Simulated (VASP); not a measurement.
Write the native input for VASP 6.6.1 that does the following.

| Item | Value |
| --- | --- |
| Task | relaxation of cell and atoms |
| Functional | PBE |
| Potentials or basis | VASP PAW PBE potentials, release 64 (W_sv) |
| Cutoff | 500 eV |
| k mesh | 11 × 11 × 11 |
| Occupations | gaussian, width 0.05 eV |
| Spin | no spin polarisation |
| Target pressure | 5 GPa |
| Dipole correction | no |
| Further INCAR settings | ALGO = Normal; EDIFF = 1e-07; IBRION = 2; EDIFFG = -0.01; NSW = 80; ISIF = 3 |

The structure of W lies in POSCAR:

```
W
1.0
    0.0000000000      1.9950000000      1.9950000000
    1.9950000000      0.0000000000      1.9950000000
    1.9950000000      1.9950000000      0.0000000000
W
1
Direct
    0.0000000000      0.0000000000      0.0000000000
```

This isn't the form of W at room conditions, which is bcc.

The input as run:

INCAR

```
PREC = Accurate ; ENCUT = 500
EDIFF = 1E-7 ; ISMEAR = 0
SIGMA = 0.05 ; LREAL = F
LASPH = T ; NELM = 120
ALGO = Normal ; ISIF = 3
LWAVE = F ; LCHARG = F
GGA = PE ; IBRION = 2
NSW = 80 ; EDIFFG = -0.01
PSTRESS = 50.0 ; GGA_COMPAT = F
NELMIN = 4
```

KPOINTS

```
regular mesh
0
Gamma
  11 11 11
```

Potentials or basis: VASP PAW PBE potentials, release 64 (W_sv).

Command:

```sh
$ cat potpaw_PBE.64/W_sv/POTCAR > POTCAR
$ mpirun -np 1 vasp_std > vasp.out
```

It gave:

```
Relaxed volume                                             : 16.20 Å³/atom
Relaxed cell                                               : a = 2.840 Å, b = 2.840 Å, c = 2.840 Å, α = 60.00°, β = 60.00°, γ = 60.00°
Space group after relaxing (to 0.1 Å)                      : Fm-3m (No. 225)
Energy change on relaxing (the run minimises the enthalpy) : -16.3 meV/atom
Ionic steps                                                : 4
Pressure after relaxing                                    : 5.0 GPa
Band gap on the k mesh                                     : zero (bands 7 and 8 overlap by 3.30 eV)
```

Caveat: the cell is relaxed towards a set pressure, so the run minimises the enthalpy, not the energy; spin-orbit coupling is left out, which moves the levels of the heavy elements.

Wall time 21 s on 1 thread of Intel(R) Xeon(R) Platinum 8375C CPU @ 2.90GHz (Ice Lake), with other jobs on the host, peak memory 0.15 GiB.
